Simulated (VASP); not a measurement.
# BN: relaxation of cell and atoms with PBE

The system is BN.

```xyz
8
Lattice="4.7713 0.0000 0.0000 0.0000 4.7713 0.0000 0.0000 0.0000 3.3827" Properties=species:S:1:pos:R:3 pbc="T T T"
B     1.2867    0.0000    1.6913
B     3.4846    0.0000    1.6913
B     0.0000    1.2867    1.6913
B     0.0000    3.4846    1.6913
N     2.3857    0.0000    2.7449
N     0.0000    2.3857    2.7449
N     2.3857    0.0000    0.6378
N     0.0000    2.3857    0.6378
```

The cell was built from a structure type or drawn by symmetry, and may not be a known phase.

```yaml
Program: VASP 6.6.1
Task: relaxation of cell and atoms
Functional: PBE
Potentials_or_basis: VASP PAW PBE potentials, release 64 (B, N)
Cutoff: 600 eV
k_mesh: 8 × 8 × 12
Occupations: gaussian, width 0.1 eV
Spin: no spin polarisation
Dipole_correction: no
Further_INCAR_settings: ALGO = Normal; EDIFF = 1e-06; IBRION = 2; EDIFFG = -0.01; NSW = 100; ISIF = 3
```

```json
{
 "Relaxed volume": "9.58 Å³/atom",
 "Relaxed cell": "a = 4.757 Å, b = 4.757 Å, c = 3.387 Å, α = 90.00°, β = 90.00°, γ = 90.00°",
 "Space group after relaxing (to 0.1 Å)": "P4/mmm (No. 123)",
 "Energy gained by relaxing": "0.4 meV/atom",
 "Ionic steps": "7",
 "Pressure after relaxing": "0.0 GPa",
 "Largest force after relaxing": "0.009 eV/Å",
 "Band gap on the k mesh": "zero (bands 16 and 17 overlap by 2.25 eV)"
}
```

Forces on the atoms (eV/Å):
```
B    0.009  0.000  0.000
B   -0.009  0.000  0.000
B    0.000  0.009  0.000
B    0.000 -0.009  0.000
N    0.000  0.000  0.005
N    0.000  0.000  0.005
N    0.000  0.000 -0.005
N    0.000  0.000 -0.005
```

Stress tensor (GPa, compression positive):
```
-0.02  0.00  0.00
 0.00 -0.02  0.00
 0.00  0.00  0.09
```

Step by step:
```
step  energy change (eV)  largest force (eV/Å)  pressure (GPa)  volume (Å³)
   1              0.0000                0.2065           -0.28        77.01
   2              0.0128                1.0001            0.08        76.82
   3             -0.0017                0.0927           -0.22        76.96
   4             -0.0014                0.1270           -0.72        76.77
   5             -0.0026                0.0299           -0.46        76.87
   6             -0.0029                0.0055            0.14        76.60
   7             -0.0030                0.0088            0.02        76.65
```

Final structure:
```cif
data_structure
_symmetry_space_group_name_H-M 'P 1'
_symmetry_Int_Tables_number 1
_cell_length_a 4.7570
_cell_length_b 4.7570
_cell_length_c 3.3874
_cell_angle_alpha 90.000
_cell_angle_beta 90.000
_cell_angle_gamma 90.000
_cell_volume 76.65
loop_
_atom_site_label
_atom_site_type_symbol
_atom_site_fract_x
_atom_site_fract_y
_atom_site_fract_z
_atom_site_occupancy
B1 B 0.26907 0.00000 0.50000 1
B2 B 0.73093 0.00000 0.50000 1
B3 B 0.00000 0.26907 0.50000 1
B4 B 0.00000 0.73093 0.50000 1
N1 N 0.50000 0.00000 0.81211 1
N2 N 0.00000 0.50000 0.81211 1
N3 N 0.50000 0.00000 0.18789 1
N4 N 0.00000 0.50000 0.18789 1
```

Levels at points of the mesh, in eV from the Fermi level:
| k point | band 13 | band 14 | band 15 | band 16 | band 17 | band 18 | band 19 | band 20 |
| --- | --- | --- | --- | --- | --- | --- | --- | --- |
| (0.00, 0.00, 0.00) | -3.55 | -1.39 | -0.33 | -0.33 | 1.14 | 1.14 | 3.97 | 4.46 |
| (0.50, 0.00, 0.00) | -3.53 | -1.58 | -1.22 | 0.05 | 1.04 | 1.08 | 5.66 | 6.34 |
| (0.50, 0.50, 0.00) | -2.80 | -2.80 | -2.63 | 0.61 | 0.96 | 1.53 | 6.53 | 7.70 |
| (0.00, 0.00, 0.50) | -5.70 | -2.87 | -2.87 | -0.89 | 1.24 | 2.37 | 2.37 | 6.33 |
| (0.50, 0.00, 0.50) | -4.58 | -4.21 | -3.69 | 0.37 | 0.83 | 2.52 | 2.54 | 6.56 |
| (0.50, 0.50, 0.50) | -4.62 | -3.02 | -2.26 | -2.26 | -1.58 | 3.91 | 4.79 | 6.11 |

Wall time 8.3 min on 1 thread of Intel(R) Xeon(R) Platinum 8559C (Emerald Rapids) (shared host), peak memory 0.31 GiB.
